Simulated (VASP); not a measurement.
Crystal: NaWF3.

```
CELL_PARAMETERS angstrom
4.34329 0.00000 0.00000
0.00000 4.34329 0.00000
0.00000 0.00000 4.34329
ATOMIC_POSITIONS crystal
Na 0.00000 0.00000 0.00000
W 0.50000 0.50000 0.50000
F 0.50000 0.00000 0.00000
F 0.00000 0.50000 0.00000
F 0.00000 0.00000 0.50000
```

The cell was built from a structure type or drawn by symmetry, and may not be a known phase.

| Property | Result |
| --- | --- |
| Program | VASP 6.6.1 |
| Task | relaxation of cell and atoms |
| Functional | PBE |
| Potentials or basis | VASP PAW PBE potentials, release 64 (Na_pv, W_sv, F) |
| Cutoff | 600 eV |
| k mesh | 4 × 4 × 4 |
| Occupations | gaussian, width 0.1 eV |
| Spin | collinear spin |
| Starting moments | [0.0, 3.36, 0.01, 0.01, 0.01] μB |

At the start: pressure -8.9 GPa; volume 16.39 Å³/atom.

How do energy, volume and symmetry change on relaxing?

Over 3 steps the energy falls by 101.5 meV/atom and the volume is 13.48 Å³/atom (-17.8 %); space group Pm-3m (No. 221, to 0.1 Å) before and after; moment 4.00 μB per cell.

Step by step:
```csv
step,energy change (eV),largest force (eV/Å),pressure (GPa),volume (Å³)
1,0.0000,0.0000,-8.93,81.93
2,-0.4466,0.0000,-4.11,71.57
3,-0.5077,0.0000,-0.39,67.39
```

Final structure:
```cif
data_structure
_symmetry_space_group_name_H-M 'P 1'
_symmetry_Int_Tables_number 1
_cell_length_a 4.0693
_cell_length_b 4.0693
_cell_length_c 4.0693
_cell_angle_alpha 90.000
_cell_angle_beta 90.000
_cell_angle_gamma 90.000
_cell_volume 67.39
loop_
_atom_site_label
_atom_site_type_symbol
_atom_site_fract_x
_atom_site_fract_y
_atom_site_fract_z
_atom_site_occupancy
Na1 Na 0.00000 0.00000 0.00000 1
W1 W 0.50000 0.50000 0.50000 1
F1 F 0.50000 0.00000 0.00000 1
F2 F 0.00000 0.50000 0.00000 1
F3 F 0.00000 0.00000 0.50000 1
```

Caveat: the k points lie up to 0.39 Å⁻¹ apart in the final cell, too coarse for converged energies and pressures of a metal; the volume moved by over 15 % at a fixed basis, so the end points are rough.
